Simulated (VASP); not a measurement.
# TiC in VASP: notebook

The runs below take TiC through single point, with PBEsol.

All numbers are computed with VASP 6.6.1; they aren't measurements. Logs are shortened: lines on timing, memory, paths and dates and some standing lists are left out, and cuts for length are marked.

### Step 1. The cell of the first run

The typed cell holds 2 atoms: a = 2.973 Å, b = 2.973 Å, c = 3.041 Å, α = 90.00°, β = 60.73°, γ = 120.00°.

### Step 2. Single point, PBEsol

INCAR reads:

```
PREC     = Accurate       # precision mode
ENCUT    = 520            # plane-wave cutoff, eV
EDIFF    = 1E-6           # SCF threshold, eV
ISMEAR   = 0              # smearing method
SIGMA    = 0.1            # smearing width, eV
LREAL    = False          # projectors in reciprocal space
LASPH    = True           # aspherical terms in the spheres
NELM     = 100            # most SCF steps
ALGO     = Normal         # electronic algorithm
ISIF     = 2              # what is computed and relaxed
LWAVE    = False          # write WAVECAR
LCHARG   = False          # write CHGCAR
GGA      = PS             # functional
ISYM     = 0            
NBANDS   = 15             # bands
```

KPOINTS reads:

```
Automatic mesh
0
Gamma
  12 12 14
```

POSCAR reads:

```
TiC
1.0
    2.9726300373     -0.0000000057      0.0002426780
   -1.4863150236      2.5743731369      0.0000000000
    1.4865225554      0.8582441975      2.5097370333
Ti C
1 1
Direct
    0.0000000000      0.0000000000      0.0000000000
    0.0000000000      0.5000000000      0.5000000000
```

Potentials or basis: VASP PAW PBE potentials, release 64 (Ti_sv, C).

Launch:

```bash
> cat potpaw_PBE.64/Ti_sv/POTCAR potpaw_PBE.64/C/POTCAR > POTCAR
> mpirun -np 1 vasp_std > vasp.out
```

OUTCAR:

```text
PREC = Accurate
   ENCUT = 520
   EDIFF = 1E-6
   ISMEAR = 0
   LREAL = False
   LASPH = True
   NELM = 100
   ISIF = 2
   GGA = PS
   ISYM = 0

 ion  position               nearest neighbor table
   1  0.000  0.000  0.000-   2 2.13   2 2.13   2 2.13   2 2.13   2 2.13   2 2.13
   2  0.000  0.500  0.500-   1 2.13   1 2.13   1 2.13   1 2.13   1 2.13   1 2.13

IMPORTANT INFORMATION: All symmetrisations will be switched off!
NOSYMM: (Re-)initialisation of all symmetry stuff for point group C_1.

----------------------------------------------------------------------------------------

                                     Primitive cell

  volume of cell :      19.2049

  direct lattice vectors                    reciprocal lattice vectors
     2.972630037 -0.000000006  0.000242678     0.336424131  0.194234563 -0.265686300
    -1.486315024  2.574373137  0.000000000     0.000010846  0.388450340 -0.132843150
     1.486522555  0.858244198  2.509737033    -0.000032530 -0.000018781  0.398473809

  length of vectors
     2.972630047  2.972630047  3.040577640     0.470635178  0.410537415  0.398473811

  position of ions in fractional coordinates (direct lattice)
     0.000000000  0.000000000  0.000000000
     0.000000000  0.500000000  0.500000000

  ion indices of the primitive-cell ions
   primitive index   ion index
                 1           1
                 2           2

----------------------------------------------------------------------------------------

 KPOINTS: Automatic mesh

Automatic generation of k-mesh.
 Grid dimensions read from file:
 generate k-points for:   12   12   14

 Generating k-lattice:

  Cartesian coordinates                     Fractional coordinates (reciprocal lattice)
     0.028035344  0.016186214 -0.022140525     0.083333333  0.000000000  0.000000000
     0.000000904  0.032370862 -0.011070262     0.000000000  0.083333333  0.000000000
    -0.000002324 -0.000001342  0.028462415     0.000000000  0.000000000  0.071428571

  Length of vectors
     0.039219598  0.034211451  0.028462415

  Shift w.r.t. Gamma in fractional coordinates (k-lattice)
     0.000000000  0.000000000  0.000000000

 Subroutine IBZKPT returns following result:
 ===========================================

 Found   1012 irreducible k-points:

 Following reciprocal coordinates:
            Coordinates               Weight
  0.000000  0.000000  0.000000      1.000000
  0.083333  0.000000  0.000000      2.000000
  0.166667  0.000000  0.000000      2.000000
  0.250000  0.000000  0.000000      2.000000
  0.333333  0.000000  0.000000      2.000000
  0.416667  0.000000  0.000000      2.000000
[... 16 lines left out ...]
 -0.250000  0.166667 -0.000000      2.000000
  0.166667  0.166667  0.000000      2.000000
 [... further k-points ...]
   k-points           NKPTS =   1012   k-points in BZ     NKDIM =   1012   number of bands    NBANDS=     15
   number of dos      NEDOS =    301   number of ions     NIONS =      2
   total plane-waves  NPLWV =  13824
   dimension x,y,z NGX =    24 NGY =   24 NGZ =   24
   dimension x,y,z NGXF=    48 NGYF=   48 NGZF=   48
   ions per type =               1   1
   NGX,Y,Z   is equivalent  to a cutoff of  13.42, 13.42, 13.12 a.u.
   NGXF,Y,Z  is equivalent  to a cutoff of  26.84, 26.84, 26.24 a.u.
 SYSTEM =  unknown system
   PREC   = accura    normal or accurate (medium, high low for compatibility)
   ISTART =      0    job   : 0-new  1-cont  2-samecut
   ICHARG =      2    charge: 1-file 2-atom 10-const
   ISPIN  =      1    spin polarized calculation?
   LNONCOLLINEAR =      F non collinear calculations
   LSORBIT =      F    spin-orbit coupling
   LASPH  =      T    aspherical Exc in radial PAW
   ENCUT  =  520.0 eV  38.22 Ry    6.18 a.u.   5.53  5.53  5.65*2*pi/ulx,y,z
   NELM   =    100;   NELMIN=  2; NELMDL= -5     # of ELM steps
   EDIFF  = 0.1E-05   stopping-criterion for ELM
   LREAL  =      F    real-space projection
   EDIFFG = 0.1E-04   stopping-criterion for IOM
   NSW    =      0    number of steps for IOM
   IBRION =     -1    ionic relax: 0-MD 1-quasi-New 2-CG
   NFREE  =      0    steps in history (QN), initial steepest desc. (CG)
   ISIF   =      2    stress and relaxation
   ISYM   =      0    0-nonsym 1-usesym 2-fastsym
   POTIM  = 0.5000    time-step for ionic-motion
   TEBEG  =    0.0;   TEEND  =   0.0 temperature during run
   PSTRESS=    0.0 pullay stress
   NELECT =      16.0000    total number of electrons
   NUPDOWN=      -1.0000    fix difference up-down
   EMIN   =  10.00;   EMAX   =-10.00  energy-range for DOS
   EFERMI =   0.00;   METHOD = LEGACY
   ISMEAR =     0;   SIGMA  =   0.10  broadening in eV -4-tet -1-fermi 0-gaus
   EFERMI_NEDOS =   21; number of points for ismear=-14 and -15
   IALGO  =     38    algorithm
   IMIX   =      4    mixing-type and parameters
     AMIX     =   0.40;   BMIX     =  1.00
     AMIX_MAG =   1.60;   BMIX_MAG =  1.00
  volume/ion in A,a.u.               =       9.60        64.80
  Fermi-wavevector in a.u.,A,eV,Ry     =   1.540437  2.911004 32.285896  2.372946
  Thomas-Fermi vector in A             =   2.646524
   LORBIT       =      0    0 simple, 1 ext, 2 COOP (PROOUT), +10 PAW based schemes
   GGA     = PS    functional components
   LHFCALC =     F    Hartree Fock is set to
   AEXX    =    0.0000 exact exchange contribution
   IVDW    =     0    specifies the selected vdW correction
   LEPSILON=     F    determine dielectric tensor
   LRPA    =     F    only Hartree local field effects (RPA)
 non-spin polarized calculation
 Gauss-broadening in eV      SIGMA  =   0.10
  energy-cutoff  :      520.00
  volume of cell :       19.20
 maximum number of plane-waves:       540
 NGX is ok and might be reduce to    24
   NGX = 11   NGY = 11   NGZ = 11

 number of electron      15.9999999 magnetization

 Free energy of the ion-electron system (eV)
  ---------------------------------------------------
  ext. energy  EPLUGINS =         0.00000000
  ---------------------------------------------------
  free energy    TOTEN  =       -19.77084043 eV

  energy without entropy =      -19.76964914  energy(sigma->0) =      -19.77024479

 E-fermi :   9.9717     XC(G=0): -13.1546

 val. band max:        9.9487751839   @ k =  -0.0000   0.0833   0.1429
 cond. band min:       9.9905099718   @ k =   0.0000   0.0833   0.0000
 fundamental gap:      0.0417347879
 Fermi energy:         9.9717010493

 k-point     1 :       0.0000    0.0000    0.0000
  band No.  band energies     occupation
      1     -46.1916      2.00000
      2     -22.3076      2.00000
      3     -22.2720      2.00000
      4     -22.2717      2.00000
      5      -2.6535      2.00000
      6      10.4242      0.00000
      7      10.7631      0.00000
      8      10.7633      0.00000
      9      11.5550      0.00000
     10      11.8356      0.00000
     11      11.8360      0.00000
     12      11.8570      0.00000
     13      11.8577      0.00000
     14      21.3078      0.00000
     15      24.1431      0.00000

 k-point     2 :       0.0833    0.0000    0.0000
  band No.  band energies     occupation
      1     -46.1830      2.00000
      2     -22.3332      2.00000
      3     -22.3016      2.00000
      4     -22.2854      2.00000
      5      -2.4304      2.00000
      6       9.6006      2.00000
      7      10.0601      0.21148
      8      10.3299      0.00000
      9      10.4899      0.00000
     10      11.8908      0.00000
     11      12.2953      0.00000
     12      12.4970      0.00000
     13      13.8885      0.00000
     14      21.6859      0.00000
     15      24.3180      0.00000

 k-point     3 :       0.1667    0.0000    0.0000
  band No.  band energies     occupation
      1     -46.1594      2.00000
      2     -22.4331      2.00000
      3     -22.3493      2.00000
      4     -22.3226      2.00000
      5      -1.8290      2.00000
      6       7.7083      2.00000
      7       9.5850      2.00000
      8       9.8635      1.87407
      9       9.9359      1.38742
     10      12.0809      0.00000
     11      13.2618      0.00000
     12      13.4346      0.00000
     13      15.5436      0.00000
     14      22.7079      0.00000
     15      24.6993      0.00000

 k-point     4 :       0.2500    0.0000    0.0000
  band No.  band energies     occupation
      1     -46.1272      2.00000
      2     -22.5732      2.00000
      3     -22.4039      2.00000
      4     -22.3736      2.00000
      5      -1.0700      2.00000
      6       6.3934      2.00000
      7       9.2015      2.00000
      8       9.4712      2.00000
      9       9.6849      1.99995
     10      12.3503      0.00000
     11      13.9534      0.00000
     12      14.0818      0.00000
     13      16.6056      0.00000
     14      23.8448      0.00000
     15      25.0622      0.00000
[... 307 lines left out ...]
 k-point    22 :       0.0833    0.1667    0.0000
  band No.  band energies     occupation
      1     -46.1460      2.00000
      2     -22.5496      2.00000
      3     -22.3461      2.00000
      4     -22.3110      2.00000
      5      -1.4030      2.00000
      6       7.3527      2.00000
      7       8.2986      2.00000
      8       8.6580      2.00000
      9      11.1925      0.00000
     10      12.0193      0.00000
     11      13.1928      0.00000
     12      15.0081      0.00000
     13      16.4283      0.00000
     14      22.2630      0.00000
     15      24.6917      0.00000

 k-point    23 :      -0.2500    0.1667   -0.0000
  band No.  band energies     occupation
      1     -46.1460      2.00000
      2     -22.5496      2.00000
      3     -22.3461      2.00000
      4     -22.3110      2.00000
      5      -1.4030      2.00000
      6       7.3527      2.00000
      7       8.2986      2.00000
      8       8.6580      2.00000
      9      11.1925      0.00000
     10      12.0193      0.00000
     11      13.1928      0.00000
     12      15.0081      0.00000
     13      16.4283      0.00000
     14      22.2630      0.00000
     15      24.6917      0.00000

 k-point    24 :       0.1667    0.1667    0.0000
  band No.  band energies     occupation
      1     -46.1180      2.00000
      2     -22.6568      2.00000
      3     -22.3915      2.00000
      4     -22.3701      2.00000
      5      -0.6679      2.00000
      6       6.1579      2.00000
      7       7.8610      2.00000
      8       8.4532      2.00000
      9      10.9591      0.00000
     10      12.7156      0.00000
     11      13.8990      0.00000
     12      15.1592      0.00000
     13      17.3098      0.00000
     14      22.6826      0.00000
     15      25.1302      0.00000

 [... further k-points ...]
[... 5 lines left out ...]
  --------------------------------------------------------------------------------------
  -------------------------------------------------------------------------------------
  Total        1.5471963      1.5485907      0.0238860     -0.0012050     -0.0000912     -0.0001591
  in kB      129.0753826    129.1917150      1.9926946     -0.1005280     -0.0076058     -0.0132714
  external PRESSURE =      86.7532641 kB  Pullay stress =       0.0000000 kB

 VOLUME and BASIS-vectors are now :
 -----------------------------------------------------------------------------
  energy-cutoff  :      520.00
  volume of cell :       19.20
      direct lattice vectors                 reciprocal lattice vectors
     2.972630037 -0.000000006  0.000242678     0.336424131  0.194234563 -0.265686300
    -1.486315024  2.574373137  0.000000000     0.000010846  0.388450340 -0.132843150
     1.486522555  0.858244198  2.509737033    -0.000032530 -0.000018781  0.398473809

 POSITION                                       TOTAL-FORCE (eV/Angst)
 -----------------------------------------------------------------------------------
      0.00000      0.00000      0.00000         0.000000      0.000000     -0.000000
      0.00010      1.71631      1.25487        -0.000000     -0.000000      0.000000
 -----------------------------------------------------------------------------------
    total drift:                                0.000000      0.000000     -0.000000

  FREE ENERGIE OF THE ION-ELECTRON SYSTEM (eV)
  ---------------------------------------------------
  free  energy   TOTEN  =       -19.7708404347 eV

  energy  without entropy=      -19.7696491400  energy(sigma->0) =      -19.77024479
```

Run time: 4.3 min. Hardware: 1 thread of Intel Xeon Platinum 8259CL at 2.50GHz (Skylake/Cascade Lake), shared host; peak memory 0.4 GiB.

What came out:

- Free energy: -19.7708 eV
- Pressure: 8.7 GPa
- Band gap on the k mesh: zero (bands 8 and 9 overlap by 1.13 eV)

Caveat: the stress differs along the axes, from 0 to 13 GPa; the PAW data sets were made with another functional, which shifts forces and pressure a little.

### Step 3. Single point, PBEsol

This run uses another cell than the first one, of 9.73 Å³/atom.

INCAR reads:

```
SYSTEM = TiC
ALGO     = Normal         ! electronic algorithm
EDIFF    = 1E-6           ! SCF threshold, eV
ENCUT    = 520            ! plane-wave cutoff, eV
GGA      = PS             ! functional
ISIF     = 2              ! what is computed and relaxed
ISMEAR   = 0              ! smearing method
ISYM     = 0            
LASPH    = .True.         ! aspherical terms in the spheres
LCHARG   = .False.        ! write CHGCAR
LREAL    = .False.        ! projectors in reciprocal space
LWAVE    = .False.        ! write WAVECAR
NBANDS   = 15             ! bands
NELM     = 80             ! most SCF steps
PREC     = Accurate       ! precision mode
SIGMA    = 0.1            ! smearing width, eV
```

KPOINTS reads:

```
k-points
0
Gamma
  12 12 14
  0 0 0
```

POSCAR reads:

```
TiC
1.0
    2.9726300472      0.0000000000      0.0000000000
   -1.4863150236      2.5743731369      0.0000000000
    1.4863150236      0.8581243790      2.5421949115
Ti C
1 1
Direct
    0.0000000000      0.0000000000      0.0000000000
    0.0000000000      0.5000000000      0.5000000000
```

Potentials or basis: VASP PAW PBE potentials, release 64 (Ti_sv, C).

Launch:

```bash
> cat potpaw_PBE.64/Ti_sv/POTCAR potpaw_PBE.64/C/POTCAR > POTCAR
> mpirun -np 1 vasp_std > vasp.out
```

Wall time 4 min (1 thread of Intel Xeon Platinum 8259CL at 2.50GHz (Skylake/Cascade Lake), shared host); peak memory 0.4 GiB.

Results (log left out):

```yaml
Free_energy: -19.7658 eV
Pressure: 4.9 GPa
Band_gap_on_the_k_mesh: zero (bands 8 and 9 overlap by 1.16 eV)
```

Stress tensor (GPa, compression positive):
```
10.76 -0.02  0.07
-0.02 10.79  0.04
 0.07  0.04 -6.76
```

Levels at points of the mesh, in eV from the Fermi level:
| k point | band 6 | band 7 | band 8 | band 9 | band 10 | band 11 |
| --- | --- | --- | --- | --- | --- | --- |
| (0.00, 0.00, 0.00) | 0.37 | 0.83 | 0.83 | 1.49 | 1.85 | 1.85 |
| (0.50, 0.00, 0.00) | -3.46 | -1.80 | -0.18 | 0.24 | 2.89 | 3.73 |
| (0.00, 0.50, 0.00) | -6.06 | -3.33 | -2.88 | 2.90 | 3.31 | 4.50 |
| (0.50, 0.50, 0.00) | -6.06 | -3.33 | -2.88 | 2.90 | 3.31 | 4.50 |
| (0.00, 0.00, 0.50) | -6.07 | -2.73 | -2.73 | 2.99 | 2.99 | 4.14 |
| (0.50, 0.00, 0.50) | -6.06 | -3.33 | -2.88 | 2.90 | 3.31 | 4.50 |
| (0.00, 0.50, 0.50) | -3.46 | -1.80 | -0.18 | 0.24 | 2.89 | 3.73 |
| (0.50, 0.50, 0.50) | -3.46 | -1.80 | -0.18 | 0.24 | 2.89 | 3.73 |

Caveat: the stress differs along the axes, from -7 to 11 GPa; the PAW data sets were made with another functional, which shifts forces and pressure a little.

The gap in the log of VASP goes by the Fermi energy; the results here count the filled bands.